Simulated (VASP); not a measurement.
A run of VASP 6.6.1 is set up as follows.

INCAR

```
PREC = Accurate ; ENCUT = 520
EDIFF = 1E-8 ; ISMEAR = -1
SIGMA = 0.08 ; LREAL = False
LASPH = True ; NELM = 60
ALGO = Normal ; ISIF = 2
LWAVE = False ; LCHARG = False
GGA = PS ; LEFG = True
NBANDS = 35
```

Contents of KPOINTS:

```
Automatic mesh
0
Gamma
  11 11 3
```

File POSCAR:

```
WSe2
1.0
    3.3557984195      0.0000000000      0.0000000000
   -1.6778992097      2.9062066812      0.0000000000
    0.0000000000      0.0000000000     12.9700000000
W Se
2 4
Direct
    0.3333333333      0.6666666667      0.2500000000
    0.6666666667      0.3333333333      0.7500000000
    0.3333333333      0.6666666667      0.6210000000
    0.6666666667      0.3333333333      0.1210000000
    0.3333333333      0.6666666667      0.8790000000
    0.6666666667      0.3333333333      0.3790000000
```

Potentials or basis: VASP PAW PBE potentials, release 64 (W_sv, Se).

Run with:

```sh
$ cat potpaw_PBE.64/W_sv/POTCAR potpaw_PBE.64/Se/POTCAR > POTCAR
$ mpirun -np 1 vasp_std > vasp.out
```

Question: What does it give for the largest force?

Answer: 0.473 eV/Å.

Question: Estimate the pressure.

Answer: -5.6 GPa.

Electric field gradients, principal values (V/Å²):
```
atom   least  middle  greatest (by size)
 1 W  78.149  78.150            -156.298
 2 W  78.149  78.150            -156.298
3 Se  38.436  38.437             -76.873
4 Se  38.436  38.437             -76.873
5 Se  38.436  38.437             -76.873
6 Se  38.436  38.437             -76.873
```

Caveat: the cell differs from its parent crystal (equal xx and yy strain of +2 %); without QUAD_EFG the Cq values of the log hold for a quadrupole moment of 1 mb, not for the nuclei; the PAW data sets were made with another functional, which shifts forces and pressure a little; this functional lacks dispersion, which binds the layers, so the pressure and a relaxed spacing across them are unreliable.
